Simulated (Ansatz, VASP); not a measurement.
**ZnInGaO4 in VASP and in Ansatz**

The input INCAR:

```
PREC     = Accurate       # precision mode
ENCUT    = 520            # plane-wave cutoff, eV
EDIFF    = 1E-6           # SCF threshold, eV
ISMEAR   = 0              # smearing method
SIGMA    = 0.05           # smearing width, eV
LREAL    = F              # projectors in reciprocal space
LASPH    = T              # aspherical terms in the spheres
NELM     = 100            # most SCF steps
ALGO     = Normal         # electronic algorithm
ISIF     = 2              # what is computed and relaxed
LWAVE    = F              # write WAVECAR
LCHARG   = F              # write CHGCAR
GGA      = PE             # functional
NBANDS   = 40             # bands
```

Contents of KPOINTS:

```
regular mesh
0
Gamma
  12 12 12
```

The input POSCAR:

```
ZnInGaO4
1.0
    1.6803268679      0.9701371695      8.7134054620
   -1.6803268679      0.9701371695      8.7134054620
    0.0000000000     -1.9402743390      8.7134054620
Zn In Ga O
1 1 1 4
Direct
    0.2183820000      0.2183820000      0.2183820000
   -0.0010575230     -0.0010575230     -0.0010575230
    0.7870340000      0.7870340000      0.7870340000
    0.2951430000      0.2951430000      0.2951430000
    0.7113580000      0.7113580000      0.7113580000
    0.1217170000      0.1217170000      0.1217170000
    0.8635990000      0.8635990000      0.8635990000
```

Input for Ansatz:

```yaml
crystal:
  lattice:
    - [1.6803268679, 0.9701371695, 8.713405462]
    - [-1.6803268679, 0.9701371695, 8.713405462]
    - [0.0, -1.940274339, 8.713405462]
  atoms:
    - { symbol: Zn, position: [0.218382, 0.218382, 0.218382] }
    - { symbol: In, position: [-0.001057523, -0.001057523, -0.001057523] }
    - { symbol: Ga, position: [0.787034, 0.787034, 0.787034] }
    - { symbol: O, position: [0.295143, 0.295143, 0.295143] }
    - { symbol: O, position: [0.711358, 0.711358, 0.711358] }
    - { symbol: O, position: [0.121717, 0.121717, 0.121717] }
    - { symbol: O, position: [0.863599, 0.863599, 0.863599] }
basis:
  ecutwfc: 420
kpoints:
  mp_grid: { grid: [12, 12, 12] }
hamiltonian:
  xc: pbe
scf:
  occupations: { method: gaussian, width: 0.05 }
output:
  forces: true
  stress: true
  eigenvalues: true
```

Alike in both runs: task single point; functional PBE; k mesh 12 × 12 × 12; occupations gaussian, width 0.05 eV; no spin polarisation.

|  | VASP | Ansatz |
| --- | --- | --- |
| version | VASP 6.6.1 | Ansatz 0.2.0 |
| potentials or method | VASP PAW PBE potentials, release 64 (Zn, In_d, Ga_d, O), cutoff 520 eV | scalar-relativistic, plane waves, PAW |
| valence electrons in the cell | 62 | 62 |

VASP gave:

| Item | Value |
| --- | --- |
| gap on the k mesh at the Fermi level (eV) | 1.09 |
| least direct gap on the mesh (eV) | 1.09 |
| pressure (GPa) | 0.1 |
| traceless stress, the component that is largest in VASP (GPa) | -0.13 |
| rms of the force components (eV/Å) | 0.436 |

Q: Estimate Ansatz's values.

A: gap on the k mesh at the Fermi level (eV): 1.11; least direct gap on the mesh (eV): 1.11; pressure (GPa): -0.5; traceless stress, the component that is largest in VASP (GPa): -0.14; rms of the force components (eV/Å): 0.431.

Atom by atom the forces differ by 0.006 eV/Å (rms over components).
